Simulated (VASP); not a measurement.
A run of VASP 6.6.1:

Contents of INCAR:

```
SYSTEM = Fe
ALGO = Normal
EDIFF = 1E-6
ENCUT = 520
GGA = PE
ISIF = 2
ISMEAR = -1
LASPH = .True.
LCHARG = .False.
LREAL = .False.
LWAVE = .False.
NBANDS = 15
NELM = 60
PREC = Accurate
SIGMA = 0.1
```

The input KPOINTS:

```
k-points
0
Gamma
  17 17 9
  0 0 0
```

POSCAR

```
Fe
1.0
    2.1596921986      0.0000000000      0.0000000000
   -1.0798460993      1.8703483083      0.0000000000
    0.0000000000      0.0000000000      3.4384777419
Fe
2
Direct
    0.3333333333      0.6666666667      0.2500000000
    0.6666666667      0.3333333333      0.7500000000
```

Potentials or basis: VASP PAW PBE potentials, release 64 (Fe).

Run with:

```console
$ cat potpaw_PBE.64/Fe/POTCAR > POTCAR
$ mpirun -np 1 vasp_std > vasp.out
```

Hardware: 1 thread of Intel(R) Xeon(R) 6975P-C (Granite Rapids), on a shared host.

Task: How long does it take, and how much memory?

Result: Run time: 9.9 s on 1 thread of Intel(R) Xeon(R) 6975P-C (Granite Rapids), with other jobs on the host, peak memory 0.14 GiB. Counts: scf iterations 12, k points 165.
